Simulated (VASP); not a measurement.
Wanted: the native input for a VASP 6.6.1 run.

```
Task                   : single point
Functional             : PBE
Potentials or basis    : VASP PAW PBE potentials, release 64 (Be)
Cutoff                 : 520 eV
k mesh                 : 24 × 24 × 24
Occupations            : gaussian, width 0.1 eV
Spin                   : no spin polarisation
Dipole correction      : no
Further INCAR settings : ALGO = Normal; EDIFF = 1e-06; NBANDS = 7
```

The structure of Be lies in POSCAR:

```
Be
1.0
   -1.2246942350      1.2246942350      1.2246942350
    1.2246942350     -1.2246942350      1.2246942350
    1.2246942350      1.2246942350     -1.2246942350
Be
1
Direct
    0.0000000000      0.0000000000      0.0000000000
```

This cell differs from its parent crystal: volume scaled by 0.94.

One way to write it, as run:

INCAR

```
PREC = Accurate
ENCUT = 520
EDIFF = 1E-6
ISMEAR = 0
SIGMA = 0.1
LREAL = False
LASPH = True
NELM = 60
ALGO = Normal
ISIF = 2
LWAVE = False
LCHARG = False
GGA = PE
NBANDS = 7
```

KPOINTS

```
regular mesh
0
Gamma
  24 24 24
```

Potentials or basis: VASP PAW PBE potentials, release 64 (Be).

The run is started by

```console
$ cat potpaw_PBE.64/Be/POTCAR > POTCAR
$ mpirun -np 1 vasp_std > vasp.out
```

Results of the run:

- Pressure: 8.7 GPa
- Band gap on the k mesh: zero (band 1 reaches 12.72 eV, above the bottom of band 2 at 7.09 eV)

Run time: 4.9 s on 1 thread of Intel(R) Xeon(R) 6975P-C (Granite Rapids), on a shared host, peak memory 0.12 GiB.
